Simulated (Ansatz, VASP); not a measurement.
## Two plane-wave programs on NaCl

```
CELL_PARAMETERS angstrom
0.00000 2.73251 2.73251
2.73251 0.00000 2.73251
2.73251 2.73251 0.00000
ATOMIC_POSITIONS crystal
Na 0.00000 0.00000 0.00000
Cl 0.50000 0.50000 0.50000
```

Alike in both runs: task relaxation of cell and atoms; functional r2SCAN; k mesh 8 × 8 × 8; no spin polarisation.

|  | VASP | Ansatz |
| --- | --- | --- |
| version | VASP 6.6.1 | Ansatz 0.2.0 |
| potentials or method | VASP PAW PBE potentials, release 64 (Na_pv, Cl) | scalar-relativistic, plane waves, PAW |
| plane-wave cutoff (eV) | 600 | 500 |
| occupations | gaussian, width 0.01 eV | fixed |
| valence electrons in the cell | 14 | 16 |

|  | VASP | Ansatz | Ansatz less VASP |
| --- | --- | --- | --- |
| gap on the k mesh at the Fermi level, each at its own relaxed structure (eV) | 6.02 | 5.97 | -0.053 |
| relaxed volume (Å³/atom) | 21.89 | 22.05 | +0.153 |
| relaxed cell length with the largest relative difference (Å) | 3.956 | 3.965 | +0.0092 |

VASP's potentials were made for PBE, not for r2SCAN. VASP's potentials hold 14 valence electrons a cell and Ansatz's 16, so a difference there can come from the potentials and not from the codes.
